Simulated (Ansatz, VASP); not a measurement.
## SnO2 in VASP and in Ansatz

```xyz
12
Lattice="3.1865 1.8397 4.1236 -3.1865 1.8397 4.1236 0.0000 -3.6795 4.1236" Properties=species:S:1:pos:R:3 pbc="T T T"
Sn    0.0000    0.0000   10.6967
Sn    0.0000   -1.8397    6.5749
Sn   -1.5932    0.9199    6.5749
Sn    1.5932    0.9199    6.5749
O    -1.5928   -0.9196    5.6501
O     1.5928   -0.9196    5.6501
O     0.0000    1.8392    5.6501
O     0.0000    0.0000    7.4993
O     0.0000    0.0000    1.5274
O     0.0000   -1.8403    3.3748
O    -1.5937    0.9201    3.3748
O     1.5937    0.9201    3.3748
```

Alike in both runs: task single point; functional PBEsol; k mesh 6 × 6 × 6; occupations gaussian, width 0.05 eV; no spin polarisation.

|  | VASP | Ansatz |
| --- | --- | --- |
| version | VASP 6.6.1 | Ansatz 0.2.0 |
| potentials or method | VASP PAW PBE potentials, release 64 (Sn_d, O), cutoff 520 eV | scalar-relativistic, plane waves, PAW |
| valence electrons in the cell | 104 | 104 |

VASP gave:

| Quantity | Value |
| --- | --- |
| gap on the k mesh at the Fermi level (eV) | 1.98 |
| least direct gap on the mesh (eV) | 1.98 |
| pressure (GPa) | 12.8 |
| traceless stress, the component that is largest in VASP (GPa) | -2.64 |
| rms of the force components (eV/Å) | 0.516 |

Q: Estimate Ansatz's values.

A: gap on the k mesh at the Fermi level (eV): 2.00; least direct gap on the mesh (eV): 2.00; pressure (GPa): 11.8; traceless stress, the component that is largest in VASP (GPa): -1.99; rms of the force components (eV/Å): 0.484.

VASP's potentials were made for PBE, not for PBEsol, and Ansatz warns of the same on its side. Atom by atom the forces differ by 0.033 eV/Å (rms over components).
